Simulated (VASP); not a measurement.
# Ti19Al5 in VASP: further runs

The runs below take Ti19Al5 through single point, with PBE.

All numbers are computed with VASP 6.6.1; they aren't measurements. Logs are shortened: lines on timing, memory, paths and dates and some standing lists are left out, and cuts for length are marked.

## 1. The cell of the first run

The cell holds a disordered packing, 24 atoms: a = 7.771 Å, b = 7.671 Å, c = 7.440 Å, α = 89.57°, β = 86.51°, γ = 91.90°.

## 2. Single point, PBE

INCAR reads:

```
SYSTEM = Ti19Al5
PREC     = Accurate       ! precision mode
ENCUT    = 400            ! plane-wave cutoff, eV
EDIFF    = 1E-6           ! SCF threshold, eV
ISMEAR   = -1             ! smearing method
SIGMA    = 0.05           ! smearing width, eV
LREAL    = Auto         
LASPH    = .TRUE.         ! aspherical terms in the spheres
NELM     = 120            ! most SCF steps
ALGO     = Normal         ! electronic algorithm
ISIF     = 2              ! what is computed and relaxed
LWAVE    = .FALSE.        ! write WAVECAR
LCHARG   = .FALSE.        ! write CHGCAR
GGA      = PE             ! functional
ISYM     = -1           
NBANDS   = 140            ! bands
GGA_COMPAT= .FALSE.
```

KPOINTS reads:

```
explicit points
1
Reciprocal
  0.25000000   0.25000000   0.25000000 1
```

POSCAR reads:

```
Ti19Al5
1.0
    7.7665530000     -0.1286440000      0.2320170000
   -0.1286440000      7.6697090000      0.0303640000
    0.2320170000      0.0303640000      7.4366650000
Ti Al
19 5
Direct
    0.8743530461      0.4063070969      0.2764482628
    0.4186429008      0.1359991659      0.4103501034
    0.7668898480      0.9034786126      0.8575856642
    0.3968586408      0.2598744202      0.7419741540
    0.1123120955      0.7623877349      0.2130221737
    0.0976097166      0.1486673770      0.2893026310
    0.5799544247      0.2879847582      0.0772087145
    0.2112147483      0.4156334109      0.0736463583
    0.8929190693      0.2724773072      0.8994870813
    0.8842644797      0.7679575647      0.4587430447
    0.2366360697      0.7760587648      0.5548978152
    0.5600185595      0.8250129032      0.6069733519
    0.0969027755      0.0146551532      0.9574891325
    0.4580372106      0.7978554197      0.2491715707
    0.7738506622      0.0215659057      0.1909176578
    0.0605641379      0.4186216686      0.5452125465
    0.7285792875      0.2146924084      0.5517407735
    0.3798897067      0.6337506500      0.8753611902
    0.7347477760      0.6348126321      0.1163461813
    0.4943369940      0.4968996159      0.4207954175
    0.0222175022      0.6440170898      0.8377512268
    0.0408847164      0.0687489147      0.6263800452
    0.7312173653      0.5272320198      0.7231444831
    0.4258056448      0.9782197440      0.9517707450
```

Potentials or basis: VASP PAW PBE potentials, release 64 (Ti_sv, Al).

Launch:

```sh
$ cat potpaw_PBE.64/Ti_sv/POTCAR potpaw_PBE.64/Al/POTCAR > POTCAR
$ mpirun -np 1 vasp_std > vasp.out
```

OUTCAR:

```text
SYSTEM = Ti19Al5
   PREC = Accurate
   ENCUT = 400
   EDIFF = 1E-6
   ISMEAR = -1
   LREAL = Auto
   LASPH = .TRUE.
   NELM = 120
   ISIF = 2
   GGA = PE
   ISYM = -1

 ion  position               nearest neighbor table
   1  0.874  0.406  0.276-  19 2.43  16 2.54   6 2.68  17 2.68
   2  0.419  0.136  0.410-   4 2.65   6 2.71  17 2.74  20 2.81  14 2.88
   3  0.767  0.903  0.858-  12 2.60  15 2.65  24 2.78  19 2.80  13 2.82  21 2.85  22 2.91  23 3.07

   4  0.397  0.260  0.742-   2 2.65  24 2.68  17 2.90  20 3.04
   5  0.112  0.762  0.213-  10 2.47  13 2.71  14 2.72  11 2.78  21 3.06
   6  0.098  0.149  0.289-  22 2.59   1 2.68  13 2.68   8 2.68   2 2.71  15 2.81  16 2.83
   7  0.580  0.288  0.077-   9 2.70  15 2.74  24 2.82  19 2.91  20 3.08
   8  0.211  0.416  0.074-  18 2.51   6 2.68  21 2.96
   9  0.893  0.272  0.899-  13 2.62   7 2.70  23 2.73  22 2.79  21 3.01
  10  0.884  0.768  0.459-   5 2.47  12 2.74  23 2.87  11 2.87  22 2.90
  11  0.237  0.776  0.555-  12 2.58  21 2.77  14 2.77   5 2.78  22 2.79  10 2.87  18 2.91  20 3.11

  12  0.560  0.825  0.607-  11 2.58   3 2.60  10 2.74  18 2.75  14 2.83  23 2.84  20 2.93  24 2.98

  13  0.097  0.015  0.957-  22 2.56  24 2.58   9 2.62   6 2.68   5 2.71   3 2.82  21 3.03
  14  0.458  0.798  0.249-  24 2.63  20 2.66  19 2.67   5 2.72  11 2.77  12 2.83   2 2.88
  15  0.774  0.022  0.191-   3 2.65   7 2.74   6 2.81
  16  0.061  0.419  0.545-   1 2.54  22 2.74  21 2.80   6 2.83  23 2.96
  17  0.729  0.215  0.552-   1 2.68  23 2.72   2 2.74  22 2.79   4 2.90  20 3.07
  18  0.380  0.634  0.875-   8 2.51  24 2.72  12 2.75  21 2.81  11 2.91  23 3.03
  19  0.735  0.635  0.116-   1 2.43  14 2.67   3 2.80   7 2.91  21 2.95  20 3.01  23 3.05
  20  0.494  0.497  0.421-  14 2.66   2 2.81  12 2.93  23 3.00  19 3.01   4 3.04  17 3.07   7 3.08
                            11 3.11
  21  0.022  0.644  0.838-  23 2.60  11 2.77  16 2.80  18 2.81   3 2.85  19 2.95   8 2.96   9 3.01
                            13 3.03   5 3.06
  22  0.041  0.069  0.626-  13 2.56   6 2.59  16 2.74   9 2.79  11 2.79  17 2.79  10 2.90   3 2.91

  23  0.731  0.527  0.723-  21 2.60  17 2.72   9 2.73  12 2.84  10 2.87  16 2.96  20 3.00  18 3.03
                            19 3.05   3 3.07
  24  0.426  0.978  0.952-  13 2.58  14 2.63   4 2.68  18 2.72   3 2.78   7 2.82  12 2.98

IMPORTANT INFORMATION: All symmetrisations will be switched off!
NOSYMM: (Re-)initialisation of all symmetry stuff for point group C_1.

----------------------------------------------------------------------------------------

                                     Primitive cell

  volume of cell :     442.4364

  direct lattice vectors                    reciprocal lattice vectors
     7.766553000 -0.128644000  0.232017000     0.128913747  0.002178228 -0.004030882
    -0.128644000  7.669709000  0.030364000     0.002178228  0.130421956 -0.000600473
     0.232017000  0.030364000  7.436665000    -0.004030882 -0.000600473  0.134597090

  length of vectors
     7.771082722  7.670847893  7.440345434     0.128995143  0.130441526  0.134658773

  position of ions in fractional coordinates (direct lattice)
     0.874353046  0.406307097  0.276448263
     0.418642901  0.135999166  0.410350103
     0.766889848  0.903478613  0.857585664
     0.396858641  0.259874420  0.741974154
     0.112312096  0.762387735  0.213022174
     0.097609717  0.148667377  0.289302631
[... 16 lines left out ...]
     0.731217365  0.527232020  0.723144483
     0.425805645  0.978219744  0.951770745

  ion indices of the primitive-cell ions
   primitive index   ion index
                 1           1
                 2           2
                 3           3
                 4           4
                 5           5
                 6           6
[... 16 lines left out ...]
                23          23
                24          24

----------------------------------------------------------------------------------------

 KPOINTS: explicit points

Read explicit list of k-points.

 Found      1 k-points:

 Following reciprocal coordinates:
            Coordinates               Weight
  0.250000  0.250000  0.250000      1.000000
   k-points           NKPTS =      1   k-points in BZ     NKDIM =      1   number of bands    NBANDS=    140
   number of dos      NEDOS =    301   number of ions     NIONS =     24
   total plane-waves  NPLWV = 135000
   dimension x,y,z NGX =    54 NGY =   50 NGZ =   50
   dimension x,y,z NGXF=   108 NGYF=  100 NGZF=  100
   ions per type =              19   5
   NGX,Y,Z   is equivalent  to a cutoff of  11.55, 10.84, 11.17 a.u.
   NGXF,Y,Z  is equivalent  to a cutoff of  23.10, 21.67, 22.34 a.u.
 SYSTEM =  Ti19Al5
   PREC   = accura    normal or accurate (medium, high low for compatibility)
   ISTART =      0    job   : 0-new  1-cont  2-samecut
   ICHARG =      2    charge: 1-file 2-atom 10-const
   ISPIN  =      1    spin polarized calculation?
   LNONCOLLINEAR =      F non collinear calculations
   LSORBIT =      F    spin-orbit coupling
   LASPH  =      T    aspherical Exc in radial PAW
   ENCUT  =  400.0 eV  29.40 Ry    5.42 a.u.  12.67 12.51 12.13*2*pi/ulx,y,z
   NELM   =    120;   NELMIN=  2; NELMDL= -5     # of ELM steps
   EDIFF  = 0.1E-05   stopping-criterion for ELM
   LREAL  =      T    real-space projection
   EDIFFG = 0.1E-04   stopping-criterion for IOM
   NSW    =      0    number of steps for IOM
   IBRION =     -1    ionic relax: 0-MD 1-quasi-New 2-CG
   NFREE  =      0    steps in history (QN), initial steepest desc. (CG)
   ISIF   =      2    stress and relaxation
   ISYM   =     -1    0-nonsym 1-usesym 2-fastsym
   POTIM  = 0.5000    time-step for ionic-motion
   TEBEG  =    0.0;   TEEND  =   0.0 temperature during run
   PSTRESS=    0.0 pullay stress
   NELECT =     243.0000    total number of electrons
   NUPDOWN=      -1.0000    fix difference up-down
   EMIN   =  10.00;   EMAX   =-10.00  energy-range for DOS
   EFERMI =   0.00;   METHOD = LEGACY
   ISMEAR =    -1;   SIGMA  =   0.05  broadening in eV -4-tet -1-fermi 0-gaus
   EFERMI_NEDOS =   21; number of points for ismear=-14 and -15
   IALGO  =     38    algorithm
   IMIX   =      4    mixing-type and parameters
     AMIX     =   0.40;   BMIX     =  1.00
     AMIX_MAG =   1.60;   BMIX_MAG =  1.00
  volume/ion in A,a.u.               =      18.43       124.40
  Fermi-wavevector in a.u.,A,eV,Ry     =   1.340685  2.533527 24.455592  1.797435
  Thomas-Fermi vector in A             =   2.468978
   LORBIT       =      0    0 simple, 1 ext, 2 COOP (PROOUT), +10 PAW based schemes
   GGA     = PE    functional components
   LHFCALC =     F    Hartree Fock is set to
   AEXX    =    0.0000 exact exchange contribution
   IVDW    =     0    specifies the selected vdW correction
   LEPSILON=     F    determine dielectric tensor
   LRPA    =     F    only Hartree local field effects (RPA)
 non-spin polarized calculation
  energy-cutoff  :      400.00
  volume of cell :      442.44
 maximum number of plane-waves:      8025
 NGX is ok and might be reduce to    50
   NGX = 25   NGY = 25   NGZ = 25

 number of electron     243.0000012 magnetization

 Free energy of the ion-electron system (eV)
  ---------------------------------------------------
  ext. energy  EPLUGINS =         0.00000000
  ---------------------------------------------------
  free energy    TOTEN  =      -164.82245758 eV

  energy without entropy =     -164.56162685  energy(sigma->0) =     -164.69204222

 E-fermi :   7.2816     XC(G=0): -10.8664

 val. band max:        7.2083624019   @ k =   0.2500   0.2500   0.2500
 cond. band min:       7.2958647858   @ k =   0.2500   0.2500   0.2500
 fundamental gap:      0.0875023839
 Fermi energy:         7.2815838019

 k-point     1 :       0.2500    0.2500    0.2500
  band No.  band energies     occupation
      1     -49.6425      2.00000
      2     -49.5622      2.00000
      3     -49.5219      2.00000
      4     -49.4962      2.00000
      5     -49.4864      2.00000
      6     -49.4344      2.00000
[... 125 lines left out ...]
    132       7.9719      0.00000
    133       8.0122      0.00000
 [bands above 133 left out]

------------------------ aborting loop because EDIFF is reached ----------------------------------------

  FORCE on cell =-STRESS in cart. coord.  units (eV):
  Direction    XX          YY          ZZ          XY          YZ          ZX
  --------------------------------------------------------------------------------------
  -------------------------------------------------------------------------------------
  Total      -15.0735808    -14.5341352     -9.2754768     -4.3865142     -8.0163760      3.2464388
  in kB      -54.5853582    -52.6318850    -33.5889147    -15.8847093    -29.0293832     11.7561996
  external PRESSURE =     -46.9353860 kB  Pullay stress =       0.0000000 kB

 VOLUME and BASIS-vectors are now :
 -----------------------------------------------------------------------------
  energy-cutoff  :      400.00
  volume of cell :      442.44
      direct lattice vectors                 reciprocal lattice vectors
     7.766553000 -0.128644000  0.232017000     0.128913747  0.002178228 -0.004030882
    -0.128644000  7.669709000  0.030364000     0.002178228  0.130421956 -0.000600473
     0.232017000  0.030364000  7.436665000    -0.004030882 -0.000600473  0.134597090

 POSITION                                       TOTAL-FORCE (eV/Angst)
 -----------------------------------------------------------------------------------
      6.80258      3.01217      2.27105        -0.709607      0.204776     -0.878612
      3.32913      1.00168      3.15290        -0.027475     -0.699190     -0.510328
      6.03884      6.85680      6.58294        -0.316075      0.108430     -0.592196
      3.22094      1.96464      5.61778        -0.414163      0.525342     -0.172629
      0.82363      5.83931      1.63338        -0.085234     -0.412719     -0.404372
      0.80609      1.13646      2.17861         0.130423     -0.504265     -0.213390
[... 16 lines left out ...]
      5.77899      3.97161      5.56345        -0.883134      0.182558      0.238966
      3.40203      7.47678      7.20650         0.795114      0.218368     -0.128610
 -----------------------------------------------------------------------------------
    total drift:                               -0.005171     -0.001987     -0.002328

  FREE ENERGIE OF THE ION-ELECTRON SYSTEM (eV)
  ---------------------------------------------------
  free  energy   TOTEN  =      -164.8224575799 eV

  energy  without entropy=     -164.5616268512  energy(sigma->0) =     -164.69204222
```

It took 2.4 min on 1 thread of AMD EPYC 7R13 (Zen 3), shared host; peak memory 0.32 GiB.

Results:

* Free energy: -164.8225 eV
* Pressure: -4.7 GPa
* Largest force: 1.160 eV/Å
* Band gap on the k mesh: zero (an odd number of electrons rules out a gap without spin polarisation)

Forces in eV/Å, atoms in the order of the input:
```
Ti  -0.710  0.205 -0.879
Ti  -0.027 -0.699 -0.510
Ti  -0.316  0.108 -0.592
Ti  -0.414  0.525 -0.173
Ti  -0.085 -0.413 -0.404
Ti   0.130 -0.504 -0.213
Ti  -1.160  0.004 -0.012
Ti   0.564 -0.278  0.101
Ti   0.148  0.188  0.448
Ti  -0.631  0.183  0.741
Ti   0.385 -0.202 -0.066
Ti   0.049  0.579 -0.794
Ti  -0.092 -0.501  0.161
Ti   0.051  0.672 -0.322
Ti   0.265 -0.114  0.817
Ti   0.804  0.311  0.470
Ti   0.205 -0.766  0.012
Ti   0.163  0.067  0.364
Ti   0.688  0.362 -0.390
Al  -0.099 -0.505  0.422
Al   0.317  0.346  0.822
Al  -0.148  0.032 -0.112
Al  -0.883  0.183  0.239
Al   0.795  0.218 -0.129
```

Levels at points of the mesh, in eV from the Fermi level:
| k point | band 117 | band 118 | band 119 | band 120 | band 121 | band 122 | band 123 | band 124 | band 125 | band 126 |
| --- | --- | --- | --- | --- | --- | --- | --- | --- | --- | --- |
| (0.25, 0.25, 0.25) | -0.34 | -0.24 | -0.17 | -0.15 | -0.07 | 0.01 | 0.07 | 0.10 | 0.18 | 0.24 |

Caveat: the atoms stand as in a frame of molecular dynamics.

## 3. Single point, PBE

INCAR reads:

```
SYSTEM = Ti19Al5
PREC = Accurate
ENCUT = 400
EDIFF = 1E-6
ISMEAR = -1
SIGMA = 0.05
LREAL = Auto
LASPH = .True.
NELM = 120
ALGO = Normal
ISIF = 2
LWAVE = .False.
LCHARG = .True.
GGA = PE
LELF = .True.
LVHAR = .True.
NBANDS = 140
ISYM = -1
GGA_COMPAT = .False.
```

KPOINTS is that of step 2.

POSCAR reads:

```
Ti19Al5
1.0
    7.7665530000     -0.1286440000      0.2320170000
   -0.1286440000      7.6697090000      0.0303640000
    0.2320170000      0.0303640000      7.4366650000
Ti Al
19 5
Direct
    0.8681255776      0.4055073204      0.2807931087
    0.4156220755      0.1363202426      0.3995091059
    0.7753978510      0.9097945683      0.8529077906
    0.3839309526      0.2806297827      0.7428086984
    0.1203365124      0.7446493760      0.2112550921
    0.0894443270      0.1498767582      0.2788616319
    0.5841591033      0.2846041837      0.0559311783
    0.2171075162      0.4091028960      0.0916682902
    0.8944055696      0.2742176651      0.9286397004
    0.8862439069      0.7778543847      0.4684226837
    0.2306459509      0.7645741655      0.5657640473
    0.5742099749      0.8291444452      0.5848720337
    0.0939871100      0.0077105287      0.9600634519
    0.4499347267      0.8116552965      0.2532430052
    0.7586173910      0.0258981605      0.2114089443
    0.0595149806      0.4184220613      0.5504477538
    0.7255167208      0.2194596771      0.5568605166
    0.3701180266      0.6425519942      0.8872892455
    0.7354741205      0.6495143898      0.1090755932
    0.4879697992      0.4748857164      0.4491217880
    0.0224734718      0.6264621005      0.8586835466
    0.0330872086      0.0710929693      0.6215282708
    0.7188720419      0.5291096626      0.7406611135
    0.4475697812      0.9820817667      0.9448294728
```

Potentials or basis: VASP PAW PBE potentials, release 64 (Ti_sv, Al).

Launch:

```sh
$ cat potpaw_PBE.64/Ti_sv/POTCAR potpaw_PBE.64/Al/POTCAR > POTCAR
$ mpirun -np 1 vasp_std > vasp.out
```

Wall time 2.4 min (1 thread of AMD EPYC 7R13 (Zen 3), shared host); peak memory 0.32 GiB.

It converged, with:

```
Free energy            : -164.9858 eV
Pressure               : -4.8 GPa
Largest force          : 1.543 eV/Å
Band gap on the k mesh : zero (an odd number of electrons rules out a gap without spin polarisation)
```

Forces on the atoms (eV/Å):
```
Ti  -0.741  0.599 -0.665
Ti  -0.118 -0.522 -0.057
Ti  -0.050 -0.117 -0.437
Ti  -0.441 -0.308  0.162
Ti  -0.662 -0.069  0.091
Ti   0.212 -0.664  0.526
Ti  -1.310  0.574  0.577
Ti   0.445 -0.297  0.091
Ti   0.454  0.010 -0.279
Ti  -0.216 -0.501  0.083
Ti   0.512  0.163 -0.203
Ti  -0.792  0.520  0.391
Ti   0.697 -0.691 -0.274
Ti   0.407 -0.468 -0.492
Ti   0.463 -0.160  0.171
Ti   0.780  0.329  0.296
Ti  -0.162 -0.869  0.331
Ti   0.830 -0.046  0.058
Ti   0.206  0.086  0.193
Al  -0.168  1.281 -0.642
Al   0.072  0.577  0.320
Al   0.292  0.086  0.252
Al  -0.369  0.103  0.042
Al  -0.341  0.384 -0.536
```

Stress tensor (GPa, compression positive):
```
-4.89 -0.83  0.91
-0.83 -4.85 -1.89
 0.91 -1.89 -4.64
```

Levels at points of the mesh, in eV from the Fermi level:
```tsv
k point	band 118	band 119	band 120	band 121	band 122	band 123	band 124	band 125
(0.25, 0.25, 0.25)	-0.27	-0.18	-0.13	-0.09	0.01	0.06	0.14	0.19
```

Caveat: the atoms stand as in a frame of molecular dynamics.
